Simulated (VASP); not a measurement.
BaZrO3:

```
Ba Zr O
1.0
     4.19134    0.00000    0.00000
     0.00000    4.19134    0.00000
     0.00000    0.00000    4.19134
Ba Zr O
1 1 3
Direct
  0.00000 0.00000 0.00000
  0.50000 0.50000 0.50000
  0.50000 0.50000 0.00000
  0.50000 0.00000 0.50000
  0.00000 0.50000 0.50000
```

Base run:

| Quantity | Value |
| --- | --- |
| Program | VASP 6.6.1 |
| Functional | PBE |
| Potentials or basis | VASP PAW PBE potentials, release 64 (Ba_sv, Zr_sv, O) |
| Cutoff | 520 eV |
| k mesh | 6 × 6 × 6 |
| Occupations | fermi-dirac, width 0.05 eV |
| Spin | no spin polarisation |

Its results: band gap on the k mesh 3.19 eV, indirect (least direct gap 3.41 eV); pressure 5.1 GPa.

Q: The run is repeated on the same cell with these changes: k mesh from 6 × 6 × 6 to 5 × 5 × 5. What comes out?

A: Band gap on the k mesh 3.29 eV, indirect (least direct gap 3.41 eV); pressure 5.1 GPa.

Caveats: spin-orbit coupling is left out, which moves the levels of the heavy elements.

A k mesh can miss the band edges.
